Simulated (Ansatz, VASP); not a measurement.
Pt: VASP beside Ansatz

Contents of INCAR:

```
SYSTEM = Pt
ALGO = Fast ; EDIFF = 1E-6
ENCUT = 520 ; ISIF = 2
ISMEAR = 0 ; LASPH = .TRUE.
LCHARG = .TRUE. ; LELF = .TRUE.
LREAL = .FALSE. ; LVHAR = .TRUE.
LWAVE = .FALSE. ; NBANDS = 17
NELM = 80 ; PREC = Accurate
SIGMA = 0.15
```

KPOINTS

```
k-points
0
G
  18 18 10
  0 0 0
```

The input POSCAR:

```
Pt
1.0
    2.6629672301      0.0000000000      0.0000000000
   -1.3314836150      2.3061972707      0.0000000000
    0.0000000000      0.0000000000      4.5992849577
Pt
2
Direct
    0.6314771649      0.3333333333      0.7500000000
    0.3685228351      0.6666666667      0.2500000000
```

Input for Ansatz:

```yaml
crystal:
  lattice:
    - [2.6629672301, 0.0, 0.0]
    - [-1.331483615, 2.3061972707, 0.0]
    - [0.0, 0.0, 4.5992849577]
  atoms:
    - { symbol: Pt, position: [0.6314771649, 0.3333333333, 0.75] }
    - { symbol: Pt, position: [0.3685228351, 0.6666666667, 0.25] }
basis:
  ecutwfc: 420
kpoints:
  mp_grid: { grid: [18, 18, 10] }
hamiltonian:
  xc: lda
scf:
  occupations: { method: gaussian, width: 0.15 }
output:
  forces: true
  stress: true
  eigenvalues: true
  write_density: true
  write_potential: true
  elf: true
  volumetric_format: npy
```

Change from the starting cell: mode 1 frozen in at -0.095 Å, equal normal strain along x, y and z -0.0167.

Alike in both runs: task single point; functional LDA; k mesh 18 × 18 × 10; occupations gaussian, width 0.15 eV; no spin polarisation.

|  | VASP | Ansatz |
| --- | --- | --- |
| version | VASP 6.6.1 | Ansatz 0.2.0 |
| potentials or method | VASP PAW LDA potentials, release 64 (Pt), cutoff 520 eV | scalar-relativistic, plane waves, PAW |
| valence electrons in the cell | 20 | 36 |

VASP gave:

* gap on the k mesh at the Fermi level (eV): none
* pressure (GPa): 18.7
* traceless stress, the component that is largest in VASP (GPa): -1.14
* rms of the force components (eV/Å): 0.087

Q: Which values does Ansatz return?

A: gap on the k mesh at the Fermi level (eV): none; pressure (GPa): 18.0; traceless stress, the component that is largest in VASP (GPa): -1.05; rms of the force components (eV/Å): 0.087.

LDA's correlation is that of Perdew and Zunger in VASP and of Perdew and Wang (1992) in Ansatz. Atom by atom the forces differ by 0.003 eV/Å (rms over components). A gap of «none» marks a metal or a gap that the smearing closes. VASP's potentials hold 20 valence electrons a cell and Ansatz's 36, so a difference there can come from the potentials and not from the codes.

Spin-orbit coupling is off throughout.
